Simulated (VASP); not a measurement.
Crystal: PtSe2.

```xyz
3
Lattice="1.8205 1.0511 5.4845 -1.8205 1.0511 5.4845 0.0000 -2.1021 5.4845" Properties=species:S:1:pos:R:3 pbc="T T T"
Pt    0.0000    0.0000   -0.0126
Se    0.0000    0.0000    6.9431
Se    0.0000    0.0000    4.0385
```

Base run:

| Property | Result |
| --- | --- |
| Program | VASP 6.6.1 |
| Functional | r2SCAN |
| Potentials or basis | VASP PAW PBE potentials, release 64 (Pt, Se) |
| Cutoff | 550 eV |
| k mesh | 6 × 6 × 6 |
| Occupations | fermi-dirac, width 0.02 eV |
| Spin | no spin polarisation |

Its results: band gap on the k mesh zero (band 11 reaches 6.54 eV, above the bottom of band 12 at 5.76 eV); pressure 1.5 GPa; largest force 0.087 eV/Å.

Question: The run is repeated on the same cell with these changes: functional from r2SCAN to PBE; cutoff from 550 eV to 520 eV. What comes out?

Answer: Band gap on the k mesh zero (band 11 reaches 6.74 eV, above the bottom of band 12 at 6.01 eV); pressure 3.6 GPa; largest force 0.324 eV/Å.

Caveats: spin-orbit coupling is left out, which moves the levels of the heavy elements; the PAW data sets were made with another functional, which shifts forces and pressure a little (some runs).
